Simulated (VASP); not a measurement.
Wanted: the native input for a VASP 6.6.1 run.

| Item | Value |
| --- | --- |
| Task | single point |
| Functional | PBE |
| Potentials or basis | VASP PAW PBE potentials, release 64 (Zn, S) |
| Cutoff | 500 eV |
| k mesh | 12 × 12 × 6 |
| Occupations | fermi-dirac, width 0.02 eV |
| Spin | no spin polarisation |
| Dipole correction | no |
| Further INCAR settings | ALGO = Normal; EDIFF = 1e-06; NBANDS = 26 |

The structure of ZnS lies in POSCAR:

```
ZnS
1.0
    3.8066469361      0.0000000000      0.0000000000
   -1.9033234680      3.2966529499      0.0000000000
    0.0000000000      0.0000000000      6.2416388126
Zn S
2 2
Direct
    0.3333333333      0.6666666667      0.0052197925
    0.6666666667      0.3333333333      0.5052197925
    0.3333333333      0.6666666667      0.3797802075
    0.6666666667      0.3333333333      0.8797802075
```

The input as run:

INCAR

```
ALGO = Normal ; EDIFF = 1E-6
ENCUT = 500 ; GGA = PE
GGA_COMPAT = F ; ISIF = 2
ISMEAR = -1 ; LASPH = T
LCHARG = F ; LREAL = F
LWAVE = F ; NBANDS = 26
NELM = 120 ; PREC = Accurate
SIGMA = 0.02
```

KPOINTS

```
k-points
0
Gamma
  12 12 6
```

Potentials or basis: VASP PAW PBE potentials, release 64 (Zn, S).

Command:

```console
$ cat potpaw_PBE.64/Zn/POTCAR potpaw_PBE.64/S/POTCAR > POTCAR
$ mpirun -np 1 vasp_std > vasp.out
```

Results of the run:

The pressure is 2.4 GPa and the largest force is 0.007 eV/Å. The band gap on the k mesh is 2.22 eV.

It took 91 s on 1 thread of Intel(R) Xeon(R) Platinum 8259CL CPU @ 2.50GHz (Skylake/Cascade Lake), on a shared host, peak memory 0.26 GiB.
